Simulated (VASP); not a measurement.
# NaH (Fm-3m) in VASP: further runs

NaH is run at these levels: PBEsol; tasks: relaxation of cell and atoms, single point.

Program: VASP 6.6.1. These are calculated values, not measurements. Logs are shortened: lines on timing, memory, paths and dates and some standing lists are left out, and cuts for length are marked.

### Step 1. The cell of the first run

Symmetry: Fm-3m, No. 225, cubic system. Conventional cell: a = 4.791 Å, b = 4.791 Å, c = 4.791 Å, α = 90.00°, β = 90.00°, γ = 90.00°. Na (site symmetry m-3m) has 6 H at 2.40 Å within 3.2 Å. Within 3.2 Å of H (site symmetry m-3m) lie 6 Na at 2.40 Å.

### Step 2. Relaxation of cell and atoms, PBEsol, target pressure 15 GPa, at which the enthalpy is minimised

INCAR

```
  PREC = Accurate
  ENCUT = 600
  EDIFF = 1E-7
  ISMEAR = 0
  SIGMA = 0.01
  LREAL = F
  LASPH = T
  NELM = 100
  ALGO = Normal
  ISIF = 3
  LWAVE = F
  LCHARG = F
  GGA = PS
  IBRION = 2
  NSW = 100
  EDIFFG = -0.002
  PSTRESS = 150.0
```

KPOINTS

```
regular mesh
0
Gamma
  8 8 8
```

POSCAR

```
NaH
1.0
    0.0000000000      2.3956745027      2.3956745027
    2.3956745027      0.0000000000      2.3956745027
    2.3956745027      2.3956745027      0.0000000000
Na H
1 1
Direct
    0.0000000000      0.0000000000      0.0000000000
    0.5000000000      0.5000000000      0.5000000000
```

Potentials or basis: VASP PAW PBE potentials, release 64 (Na_pv, H).

Run with:

```sh
> cat potpaw_PBE.64/Na_pv/POTCAR potpaw_PBE.64/H/POTCAR > POTCAR
> mpirun -np 1 vasp_std > vasp.out
```

OUTCAR:

```text
PREC = Accurate
   ENCUT = 600
   EDIFF = 1E-7
   ISMEAR = 0
   LREAL = F
   LASPH = T
   NELM = 100
   ISIF = 3
   GGA = PS
   IBRION = 2
   NSW = 100
   EDIFFG = -0.002
   PSTRESS = 150.0

 ion  position               nearest neighbor table
   1  0.000  0.000  0.000-
   2  0.500  0.500  0.500-

  LATTYP: Found a face centered cubic cell.
 ALAT       =     4.7913490054

  Lattice vectors:

 A1 = (   0.0000000000,   2.3956745027,   2.3956745027)
 A2 = (   2.3956745027,   0.0000000000,   2.3956745027)
 A3 = (   2.3956745027,   2.3956745027,   0.0000000000)

Analysis of symmetry for initial positions (statically):
=====================================================================
 Subroutine PRICEL returns:
 Original cell was already a primitive cell.

 Routine SETGRP: Setting up the symmetry group for a
 face centered cubic supercell.

 Subroutine GETGRP returns: Found 48 space group operations
 (whereof 48 operations were pure point group operations)
 out of a pool of 48 trial point group operations.

The static configuration has the point symmetry O_h .

Analysis of symmetry for dynamics (positions and initial velocities):
=====================================================================
 Subroutine PRICEL returns:
 Original cell was already a primitive cell.

 Routine SETGRP: Setting up the symmetry group for a
 face centered cubic supercell.

 Subroutine GETGRP returns: Found 48 space group operations
 (whereof 48 operations were pure point group operations)
 out of a pool of 48 trial point group operations.

The dynamic configuration has the point symmetry O_h .

 Subroutine INISYM returns: Found 48 space group operations
 (whereof 48 operations are pure point group operations),
 and found     1 'primitive' translations

----------------------------------------------------------------------------------------

                                     Primitive cell

  volume of cell :      27.4988

  direct lattice vectors                    reciprocal lattice vectors
     0.000000000  2.395674503  2.395674503    -0.208709488  0.208709488  0.208709488
     2.395674503  0.000000000  2.395674503     0.208709488 -0.208709488  0.208709488
     2.395674503  2.395674503  0.000000000     0.208709488  0.208709488 -0.208709488

  length of vectors
     3.387995373  3.387995373  3.387995373     0.361495438  0.361495438  0.361495438

  position of ions in fractional coordinates (direct lattice)
     0.000000000  0.000000000  0.000000000
     0.500000000  0.500000000  0.500000000

  ion indices of the primitive-cell ions
   primitive index   ion index
                 1           1
                 2           2

----------------------------------------------------------------------------------------

 KPOINTS: regular mesh

Automatic generation of k-mesh.
 Grid dimensions read from file:
 generate k-points for:    8    8    8

 Generating k-lattice:

  Cartesian coordinates                     Fractional coordinates (reciprocal lattice)
    -0.026088686  0.026088686  0.026088686     0.125000000  0.000000000  0.000000000
     0.026088686 -0.026088686  0.026088686     0.000000000  0.125000000  0.000000000
     0.026088686  0.026088686 -0.026088686     0.000000000  0.000000000  0.125000000

  Length of vectors
     0.045186930  0.045186930  0.045186930

  Shift w.r.t. Gamma in fractional coordinates (k-lattice)
     0.000000000  0.000000000  0.000000000

 Subroutine IBZKPT returns following result:
 ===========================================

 Found     29 irreducible k-points:

 Following reciprocal coordinates:
            Coordinates               Weight
  0.000000  0.000000  0.000000      1.000000
  0.125000  0.000000  0.000000      8.000000
  0.250000  0.000000  0.000000      8.000000
  0.375000  0.000000  0.000000      8.000000
  0.500000  0.000000  0.000000      4.000000
  0.125000  0.125000  0.000000      6.000000
[... 16 lines left out ...]
  0.500000  0.250000  0.125000     48.000000
 -0.375000  0.250000  0.125000     24.000000
 [... further k-points ...]
   k-points           NKPTS =     29   k-points in BZ     NKDIM =     29   number of bands    NBANDS=      8
   number of dos      NEDOS =    301   number of ions     NIONS =      2
   total plane-waves  NPLWV =  21952
   dimension x,y,z NGX =    28 NGY =   28 NGZ =   28
   dimension x,y,z NGXF=    56 NGYF=   56 NGZF=   56
   ions per type =               1   1
   NGX,Y,Z   is equivalent  to a cutoff of  13.74, 13.74, 13.74 a.u.
   NGXF,Y,Z  is equivalent  to a cutoff of  27.48, 27.48, 27.48 a.u.
 SYSTEM =  unknown system
   PREC   = accura    normal or accurate (medium, high low for compatibility)
   ISTART =      0    job   : 0-new  1-cont  2-samecut
   ICHARG =      2    charge: 1-file 2-atom 10-const
   ISPIN  =      1    spin polarized calculation?
   LNONCOLLINEAR =      F non collinear calculations
   LSORBIT =      F    spin-orbit coupling
   LASPH  =      T    aspherical Exc in radial PAW
   ENCUT  =  600.0 eV  44.10 Ry    6.64 a.u.   6.77  6.77  6.77*2*pi/ulx,y,z
   NELM   =    100;   NELMIN=  2; NELMDL= -5     # of ELM steps
   EDIFF  = 0.1E-06   stopping-criterion for ELM
   LREAL  =      F    real-space projection
   EDIFFG = -.2E-02   stopping-criterion for IOM
   NSW    =    100    number of steps for IOM
   IBRION =      2    ionic relax: 0-MD 1-quasi-New 2-CG
   NFREE  =      1    steps in history (QN), initial steepest desc. (CG)
   ISIF   =      3    stress and relaxation
   ISYM   =      2    0-nonsym 1-usesym 2-fastsym
   POTIM  = 0.5000    time-step for ionic-motion
   TEBEG  =    0.0;   TEEND  =   0.0 temperature during run
   PSTRESS=  150.0 pullay stress
   NELECT =       8.0000    total number of electrons
   NUPDOWN=      -1.0000    fix difference up-down
   EMIN   =  10.00;   EMAX   =-10.00  energy-range for DOS
   EFERMI =   0.00;   METHOD = LEGACY
   ISMEAR =     0;   SIGMA  =   0.01  broadening in eV -4-tet -1-fermi 0-gaus
   EFERMI_NEDOS =   21; number of points for ismear=-14 and -15
   IALGO  =     38    algorithm
   IMIX   =      4    mixing-type and parameters
     AMIX     =   0.40;   BMIX     =  1.00
     AMIX_MAG =   1.60;   BMIX_MAG =  1.00
  volume/ion in A,a.u.               =      13.75        92.79
  Fermi-wavevector in a.u.,A,eV,Ry     =   1.084760  2.049899 16.010035  1.176704
  Thomas-Fermi vector in A             =   2.220858
   LORBIT       =      0    0 simple, 1 ext, 2 COOP (PROOUT), +10 PAW based schemes
   GGA     = PS    functional components
   LHFCALC =     F    Hartree Fock is set to
   AEXX    =    0.0000 exact exchange contribution
   IVDW    =     0    specifies the selected vdW correction
   LEPSILON=     F    determine dielectric tensor
   LRPA    =     F    only Hartree local field effects (RPA)
 conjugate gradient relaxation of ions
 non-spin polarized calculation
 Gauss-broadening in eV      SIGMA  =   0.01
  energy-cutoff  :      600.00
  volume of cell :       27.50
 maximum number of plane-waves:       941
   NGX = 13   NGY = 13   NGZ = 13

--------------------------------------- Ionic step        1  -------------------------------------------

 number of electron       7.9999992 magnetization

 Free energy of the ion-electron system (eV)
  ---------------------------------------------------
  ext. energy  EPLUGINS =         0.00000000
  ---------------------------------------------------
  free energy    TOTEN  =        -5.08620859 eV

  energy without entropy =       -5.08620859  energy(sigma->0) =       -5.08620859

------------------------ aborting loop because EDIFF is reached ----------------------------------------

  FORCE on cell =-STRESS in cart. coord.  units (eV):
  Direction    XX          YY          ZZ          XY          YZ          ZX
  --------------------------------------------------------------------------------------
  -------------------------------------------------------------------------------------
  Total        0.0044817      0.0044817      0.0044817      0.0000000     -0.0000000      0.0000000
  in kB        0.2611205      0.2611205      0.2611205      0.0000000     -0.0000000      0.0000000
  external PRESSURE =    -149.7388795 kB  Pullay stress =     150.0000000 kB
[... 639 lines left out ...]
  FREE ENERGIE OF THE ION-ELECTRON SYSTEM (eV)
  ---------------------------------------------------
  free  energy   TOTEN  =        -4.8561540392 eV

  energy  without entropy=       -4.8561540392  energy(sigma->0) =       -4.85615404

  enthalpy is  TOTEN    =        -2.9559676591 eV   P V=        1.9001863801

[... ionic steps 4 to 15 ...]

--------------------------------------- Ionic step       16  -------------------------------------------

 number of electron       7.9999999 magnetization

------------------------ aborting loop because EDIFF is reached ----------------------------------------

  FORCE on cell =-STRESS in cart. coord.  units (eV):
  Direction    XX          YY          ZZ          XY          YZ          ZX
  --------------------------------------------------------------------------------------
  -------------------------------------------------------------------------------------
  Total        1.8324162      1.8324162      1.8324162     -0.0000000     -0.0000000      0.0000000
  in kB      148.3210651    148.3210651    148.3210651     -0.0000000     -0.0000000      0.0000000
  external PRESSURE =      -1.6789349 kB  Pullay stress =     150.0000000 kB
[... 61 lines left out ...]
  enthalpy is  TOTEN    =        -2.9594111468 eV   P V=        1.8473928295

--------------------------------------- Ionic step       18  -------------------------------------------

 number of electron       8.0000000 magnetization

 Free energy of the ion-electron system (eV)
  ---------------------------------------------------
  ext. energy  EPLUGINS =         0.00000000
  ---------------------------------------------------
  free energy    TOTEN  =        -4.80803483 eV

  energy without entropy =       -4.80803483  energy(sigma->0) =       -4.80803483

 E-fermi :   0.4461     XC(G=0):  -9.2069

 val. band max:        0.3134404823   @ k =  -0.2500   0.5000   0.2500
 cond. band min:       4.4798941855   @ k =   0.5000   0.0000   0.0000
 fundamental gap:      4.1664537032
 Fermi energy:         0.4461386554

 k-point     1 :       0.0000    0.0000    0.0000
  band No.  band energies     occupation
      1     -21.1966      2.00000
      2     -21.1966      2.00000
      3     -21.1966      2.00000
      4      -4.5211      2.00000
      5      14.3143      0.00000
      6      18.5403      0.00000
      7      18.5403      0.00000
      8      18.5403      0.00000
[... 282 lines left out ...]
  FREE ENERGIE OF THE ION-ELECTRON SYSTEM (eV)
  ---------------------------------------------------
  free  energy   TOTEN  =        -4.8080348322 eV

  energy  without entropy=       -4.8080348322  energy(sigma->0) =       -4.80803483

  enthalpy is  TOTEN    =        -2.9594122319 eV   P V=        1.8486226004

 reached required accuracy - stopping structural energy minimisation
```

It took 70 s on 1 thread of Intel Xeon Platinum 8175M at 2.50GHz (Skylake/Cascade Lake), shared host; peak memory 0.15 GiB.

What came out:

| Item | Value |
| --- | --- |
| Free energy | -4.8080 eV |
| Relaxed volume | 9.87 Å³/atom |
| Relaxed cell | a = 3.034 Å, b = 3.034 Å, c = 3.034 Å, α = 60.00°, β = 60.00°, γ = 60.00° |
| Space group after relaxing (to 0.05 Å) | Fm-3m (No. 225) |
| Energy change on relaxing (the enthalpy is what falls) | +139.1 meV/atom |
| Ionic steps | 18 |
| Pressure after relaxing | 15.0 GPa |
| Band gap on the k mesh | 4.17 eV, indirect (least direct gap 5.19 eV) |

Step by step:
```tsv
step	energy change (eV)	largest force (eV/Å)	pressure (GPa)	volume (Å³)
1	0.0000	0.0000	0.03	27.50
2	0.0862	0.0000	6.67	22.70
3	0.2301	0.0000	13.14	20.30
4	0.2801	0.0000	15.08	19.72
5	0.2673	0.0000	14.54	19.86
6	0.2675	0.0000	14.56	19.86
7	0.2680	0.0000	14.59	19.86
8	0.2680	0.0000	14.58	19.86
9	0.2681	0.0000	14.58	19.86
10	0.2681	0.0000	14.58	19.85
11	0.2682	0.0000	14.58	19.85
12	0.2684	0.0000	14.60	19.85
13	0.2687	0.0000	14.62	19.85
14	0.2694	0.0000	14.65	19.84
15	0.2708	0.0000	14.71	19.82
16	0.2737	0.0000	14.83	19.79
17	0.2794	0.0000	15.05	19.73
18	0.2782	0.0000	14.98	19.75
```

Final structure:
```
Na H
1.0
     0.00000    2.14526    2.14526
     2.14526    0.00000    2.14526
     2.14526    2.14526    0.00000
Na H
1 1
Direct
  0.00000 0.00000 0.00000
  0.50000 0.50000 0.50000
```

Caveat: the cell is relaxed towards a set pressure, so the enthalpy falls and the energy may rise; the volume moved by over 15 % at a fixed basis, so the end points are rough; the PAW data sets were made with another functional, which shifts forces and pressure a little. A k mesh can miss the band edges.

(Continued in part 2 of 2.)
